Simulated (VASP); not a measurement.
# Ge2Sb2O (I4/mmm) in VASP: single point with PBE

Aim: the single point of Ge2Sb2O with PBE.

Program: VASP 6.6.1. These are calculated values, not measurements. Logs are shortened: lines on timing, memory, paths and dates and some standing lists are left out, and cuts for length are marked.

## 1. The cell of the first run

Symmetry: I4/mmm, No. 139, tetragonal system. Conventional cell: a = 4.099 Å, b = 4.099 Å, c = 14.294 Å, α = 90.00°, β = 90.00°, γ = 90.00°. Ge (site symmetry 4mm) has 1 Ge at 2.54 Å and 4 Sb at 3.08 Å and 4 O at 3.16 Å within 3.4 Å. Sb (site symmetry -4m2) has 4 Sb at 2.90 Å and 4 Ge at 3.08 Å within 3.8 Å. O (site symmetry 4/mmm) has 8 Ge at 3.16 Å and 4 O at 4.10 Å and 8 Sb at 4.12 Å within 4.2 Å.

The cell was generated, and may not be a known phase.

## 2. Single point, PBE

Input file INCAR:

```
SYSTEM = Ge2Sb2O
  PREC = Accurate
  ENCUT = 520
  EDIFF = 1E-6
  ISMEAR = 0
  SIGMA = 0.1
  LREAL = .FALSE.
  LASPH = .TRUE.
  NELM = 100
  ALGO = Normal
  ISIF = 2
  LWAVE = .FALSE.
  LCHARG = .FALSE.
  GGA = PE
  NBANDS = 30
```

Input file KPOINTS:

```
Automatic mesh
0
G
  14 14 14
  0 0 0
```

Input file POSCAR:

```
Ge2Sb2O
1.0
   -2.0493817675      2.0493817675      7.1471536129
    2.0493817675     -2.0493817675      7.1471536129
    2.0493817675      2.0493817675     -7.1471536129
Ge Sb O
2 2 1
Direct
    0.4111219177      0.4111219177      0.0000000000
    0.5888780823      0.5888780823      0.0000000000
    0.7500000000      0.2500000000      0.5000000000
    0.2500000000      0.7500000000      0.5000000000
    0.0000000000      0.0000000000      0.0000000000
```

Potentials or basis: VASP PAW PBE potentials, release 64 (Ge_d, Sb, O).

Started as:

```console
cat potpaw_PBE.64/Ge_d/POTCAR potpaw_PBE.64/Sb/POTCAR potpaw_PBE.64/O/POTCAR > POTCAR
mpirun -np 1 vasp_std > vasp.out
```

OUTCAR:

```text
SYSTEM = Ge2Sb2O
   PREC = Accurate
   ENCUT = 520
   EDIFF = 1E-6
   ISMEAR = 0
   LREAL = .FALSE.
   LASPH = .TRUE.
   NELM = 100
   ISIF = 2
   GGA = PE

 ion  position               nearest neighbor table
   1  0.411  0.411  0.000-   2 2.54   3 3.08   4 3.08   4 3.08   3 3.08
   2  0.589  0.589  0.000-   1 2.54   3 3.08   4 3.08   3 3.08   4 3.08
   3  0.750  0.250  0.500-   4 2.90   4 2.90   4 2.90   4 2.90   1 3.08   2 3.08   2 3.08   1 3.08

   4  0.250  0.750  0.500-   3 2.90   3 2.90   3 2.90   3 2.90   1 3.08   2 3.08   2 3.08   1 3.08

   5  0.000  0.000  0.000-

  LATTYP: Found a body centered tetragonal cell.
 ALAT       =     4.0987635350
 C/A-ratio  =     3.4874681361

  Lattice vectors:

 A1 = (  -2.0493817675,   2.0493817675,   7.1471536129)
 A2 = (   2.0493817675,  -2.0493817675,   7.1471536129)
 A3 = (   2.0493817675,   2.0493817675,  -7.1471536129)

Analysis of symmetry for initial positions (statically):
=====================================================================
 Subroutine PRICEL returns:
 Original cell was already a primitive cell.

 Routine SETGRP: Setting up the symmetry group for a
 body centered tetragonal supercell.

 Subroutine GETGRP returns: Found 16 space group operations
 (whereof 16 operations were pure point group operations)
 out of a pool of 16 trial point group operations.

The static configuration has the point symmetry D_4h.

Analysis of symmetry for dynamics (positions and initial velocities):
=====================================================================
 Subroutine PRICEL returns:
 Original cell was already a primitive cell.

 Routine SETGRP: Setting up the symmetry group for a
 body centered tetragonal supercell.

 Subroutine GETGRP returns: Found 16 space group operations
 (whereof 16 operations were pure point group operations)
 out of a pool of 16 trial point group operations.

The dynamic configuration has the point symmetry D_4h.

 Subroutine INISYM returns: Found 16 space group operations
 (whereof 16 operations are pure point group operations),
 and found     1 'primitive' translations

----------------------------------------------------------------------------------------

                                     Primitive cell

  volume of cell :     120.0712

  direct lattice vectors                    reciprocal lattice vectors
    -2.049381767  2.049381767  7.147153613     0.000000000  0.243976017  0.069957920
     2.049381767 -2.049381767  7.147153613     0.243976017  0.000000000  0.069957920
     2.049381767  2.049381767 -7.147153613     0.243976017  0.243976017  0.000000000

  length of vectors
     7.712440342  7.712440342  7.712440342     0.253807815  0.253807815  0.345034191

  position of ions in fractional coordinates (direct lattice)
     0.411121918  0.411121918  0.000000000
     0.588878082  0.588878082  0.000000000
     0.750000000  0.250000000  0.500000000
     0.250000000  0.750000000  0.500000000
     0.000000000  0.000000000  0.000000000

  ion indices of the primitive-cell ions
   primitive index   ion index
                 1           1
                 2           2
                 3           3
                 4           4
                 5           5

----------------------------------------------------------------------------------------

 KPOINTS: Automatic mesh

Automatic generation of k-mesh.
 Grid dimensions read from file:
 generate k-points for:   14   14   14

 Generating k-lattice:

  Cartesian coordinates                     Fractional coordinates (reciprocal lattice)
     0.000000000  0.017426858  0.004996994     0.071428571  0.000000000 -0.000000000
     0.017426858  0.000000000  0.004996994     0.000000000  0.071428571 -0.000000000
     0.017426858  0.017426858  0.000000000     0.000000000  0.000000000  0.071428571

  Length of vectors
     0.018129130  0.018129130  0.024645299

  Shift w.r.t. Gamma in fractional coordinates (k-lattice)
     0.000000000  0.000000000  0.000000000

 Subroutine IBZKPT returns following result:
 ===========================================

 Found    244 irreducible k-points:

 Following reciprocal coordinates:
            Coordinates               Weight
  0.000000  0.000000  0.000000      1.000000
  0.071429  0.000000 -0.000000      8.000000
  0.142857  0.000000 -0.000000      8.000000
  0.214286  0.000000  0.000000      8.000000
  0.285714  0.000000 -0.000000      8.000000
  0.357143  0.000000 -0.000000      8.000000
[... 16 lines left out ...]
  0.214286  0.142857  0.000000     16.000000
  0.285714  0.142857 -0.000000     16.000000
 [... further k-points ...]
   k-points           NKPTS =    244   k-points in BZ     NKDIM =    244   number of bands    NBANDS=     30
   number of dos      NEDOS =    301   number of ions     NIONS =      5
   total plane-waves  NPLWV = 216000
   dimension x,y,z NGX =    60 NGY =   60 NGZ =   60
   dimension x,y,z NGXF=   120 NGYF=  120 NGZF=  120
   ions per type =               2   2   1
   NGX,Y,Z   is equivalent  to a cutoff of  12.93, 12.93, 12.93 a.u.
   NGXF,Y,Z  is equivalent  to a cutoff of  25.87, 25.87, 25.87 a.u.
 SYSTEM =  Ge2Sb2O
   PREC   = accura    normal or accurate (medium, high low for compatibility)
   ISTART =      0    job   : 0-new  1-cont  2-samecut
   ICHARG =      2    charge: 1-file 2-atom 10-const
   ISPIN  =      1    spin polarized calculation?
   LNONCOLLINEAR =      F non collinear calculations
   LSORBIT =      F    spin-orbit coupling
   LASPH  =      T    aspherical Exc in radial PAW
   ENCUT  =  520.0 eV  38.22 Ry    6.18 a.u.  14.34 14.34 14.34*2*pi/ulx,y,z
   NELM   =    100;   NELMIN=  2; NELMDL= -5     # of ELM steps
   EDIFF  = 0.1E-05   stopping-criterion for ELM
   LREAL  =      F    real-space projection
[... 7 lines left out ...]
   TEBEG  =    0.0;   TEEND  =   0.0 temperature during run
   PSTRESS=    0.0 pullay stress
   NELECT =      44.0000    total number of electrons
   NUPDOWN=      -1.0000    fix difference up-down
   EMIN   =  10.00;   EMAX   =-10.00  energy-range for DOS
   EFERMI =   0.00;   METHOD = LEGACY
   ISMEAR =     0;   SIGMA  =   0.10  broadening in eV -4-tet -1-fermi 0-gaus
   EFERMI_NEDOS =   21; number of points for ismear=-14 and -15
   IALGO  =     38    algorithm
   IMIX   =      4    mixing-type and parameters
     AMIX     =   0.40;   BMIX     =  1.00
     AMIX_MAG =   1.60;   BMIX_MAG =  1.00
  volume/ion in A,a.u.               =      24.01       162.06
  Fermi-wavevector in a.u.,A,eV,Ry     =   1.171510  2.213833 18.673130  1.372436
  Thomas-Fermi vector in A             =   2.307953
   LORBIT       =      0    0 simple, 1 ext, 2 COOP (PROOUT), +10 PAW based schemes
   GGA     = PE    functional components
   LHFCALC =     F    Hartree Fock is set to
   AEXX    =    0.0000 exact exchange contribution
   IVDW    =     0    specifies the selected vdW correction
   LEPSILON=     F    determine dielectric tensor
   LRPA    =     F    only Hartree local field effects (RPA)
 non-spin polarized calculation
 Gauss-broadening in eV      SIGMA  =   0.10
  energy-cutoff  :      520.00
  volume of cell :      120.07
 maximum number of plane-waves:      3255
 NGX is ok and might be reduce to    60
   NGX = 29   NGY = 29   NGZ = 29

 number of electron      44.0000006 magnetization

 Free energy of the ion-electron system (eV)
  ---------------------------------------------------
  ext. energy  EPLUGINS =         0.00000000
  ---------------------------------------------------
  free energy    TOTEN  =       -19.30747150 eV

  energy without entropy =      -19.29732572  energy(sigma->0) =      -19.30239861

 E-fermi :   4.9819     XC(G=0):  -9.6521

 val. band max:        4.9760050505   @ k =  -0.3571   0.0714   0.0000
 cond. band min:       4.9873024521   @ k =  -0.2143   0.2857   0.2143
 fundamental gap:      0.0112974017
 Fermi energy:         4.9819273859

 k-point     1 :       0.0000    0.0000    0.0000
  band No.  band energies     occupation
      1     -20.1551      2.00000
      2     -20.0970      2.00000
      3     -20.0946      2.00000
      4     -20.0946      2.00000
      5     -20.0897      2.00000
      6     -20.0879      2.00000
[... 22 lines left out ...]
     29      10.2129      0.00000
     30      10.2632      0.00000

 k-point     2 :       0.0714    0.0000   -0.0000
  band No.  band energies     occupation
      1     -20.1551      2.00000
      2     -20.0969      2.00000
      3     -20.0947      2.00000
      4     -20.0946      2.00000
      5     -20.0896      2.00000
      6     -20.0879      2.00000
[... 22 lines left out ...]
     29       9.8211      0.00000
     30       9.9597      0.00000

 k-point     3 :       0.1429    0.0000   -0.0000
  band No.  band energies     occupation
      1     -20.1550      2.00000
      2     -20.0966      2.00000
      3     -20.0950      2.00000
      4     -20.0946      2.00000
      5     -20.0892      2.00000
      6     -20.0880      2.00000
[... 22 lines left out ...]
     29       9.0479      0.00000
     30       9.4577      0.00000

 k-point     4 :       0.2143    0.0000    0.0000
  band No.  band energies     occupation
      1     -20.1548      2.00000
      2     -20.0960      2.00000
      3     -20.0953      2.00000
      4     -20.0947      2.00000
      5     -20.0888      2.00000
      6     -20.0882      2.00000
[... 616 lines left out ...]
     29       8.5332      0.00000
     30      10.5943      0.00000

 k-point    23 :       0.2143    0.1429    0.0000
  band No.  band energies     occupation
      1     -20.1546      2.00000
      2     -20.0956      2.00000
      3     -20.0953      2.00000
      4     -20.0950      2.00000
      5     -20.0884      2.00000
      6     -20.0883      2.00000
[... 22 lines left out ...]
     29       8.9465      0.00000
     30      10.4765      0.00000

 k-point    24 :       0.2857    0.1429   -0.0000
  band No.  band energies     occupation
      1     -20.1544      2.00000
      2     -20.0958      2.00000
      3     -20.0951      2.00000
      4     -20.0949      2.00000
      5     -20.0886      2.00000
      6     -20.0878      2.00000
[... 22 lines left out ...]
     29       9.6366      0.00000
     30      10.1974      0.00000

 [... further k-points ...]

------------------------ aborting loop because EDIFF is reached ----------------------------------------

  FORCE on cell =-STRESS in cart. coord.  units (eV):
  Direction    XX          YY          ZZ          XY          YZ          ZX
  --------------------------------------------------------------------------------------
  -------------------------------------------------------------------------------------
  Total        0.0230923      0.0230923     -0.0196102      0.0000000     -0.0000000      0.0000000
  in kB        0.3081335      0.3081335     -0.2616693      0.0000000     -0.0000000      0.0000000
  external PRESSURE =       0.1181992 kB  Pullay stress =       0.0000000 kB

 VOLUME and BASIS-vectors are now :
 -----------------------------------------------------------------------------
  energy-cutoff  :      520.00
  volume of cell :      120.07
      direct lattice vectors                 reciprocal lattice vectors
    -2.049381767  2.049381767  7.147153613     0.000000000  0.243976017  0.069957920
     2.049381767 -2.049381767  7.147153613     0.243976017  0.000000000  0.069957920
     2.049381767  2.049381767 -7.147153613     0.243976017  0.243976017  0.000000000

 POSITION                                       TOTAL-FORCE (eV/Angst)
 -----------------------------------------------------------------------------------
      0.00000      0.00000      5.87670         0.000000      0.000000     -0.001379
      0.00000      0.00000      8.41760         0.000000      0.000000      0.001379
      0.00000      2.04938      3.57358        -0.000000     -0.000000     -0.000000
      2.04938      0.00000      3.57358        -0.000000     -0.000000     -0.000000
      0.00000      0.00000      0.00000        -0.000000     -0.000000     -0.000000
 -----------------------------------------------------------------------------------
    total drift:                                0.000000      0.000000      0.000000

  FREE ENERGIE OF THE ION-ELECTRON SYSTEM (eV)
  ---------------------------------------------------
  free  energy   TOTEN  =       -19.3074715022 eV

  energy  without entropy=      -19.2973257219  energy(sigma->0) =      -19.30239861
```

It took 2 h on 1 thread of Intel Xeon 8259CL, shared host; peak memory 1.1 GiB.

Results:

| Quantity | Value |
| --- | --- |
| Free energy | -19.3075 eV |
| Pressure | 0.0 GPa |
| Band gap on the k mesh | zero (bands 22 and 23 overlap by 1.39 eV) |

Levels at points of the mesh, in eV from the Fermi level:
| k point | band 18 | band 19 | band 20 | band 21 | band 22 | band 23 | band 24 | band 25 | band 26 | band 27 |
| --- | --- | --- | --- | --- | --- | --- | --- | --- | --- | --- |
| (0.00, 0.00, 0.00) | -1.31 | -1.31 | -0.84 | -0.60 | -0.19 | 1.41 | 1.41 | 1.41 | 2.21 | 3.38 |
| (0.50, 0.00, 0.00) | -1.22 | -1.21 | -1.13 | -0.67 | -0.49 | 0.28 | 0.32 | 1.45 | 1.60 | 1.74 |
| (0.50, 0.50, 0.00) | -3.50 | -2.60 | -2.29 | -0.73 | -0.72 | -0.39 | 1.48 | 1.72 | 3.52 | 3.87 |
| (0.50, 0.50, 0.50) | -3.73 | -1.07 | -1.07 | -0.54 | 1.00 | 1.51 | 1.64 | 1.64 | 2.41 | 2.41 |

Caveat: spin-orbit coupling is left out, which moves the levels of the heavy elements.
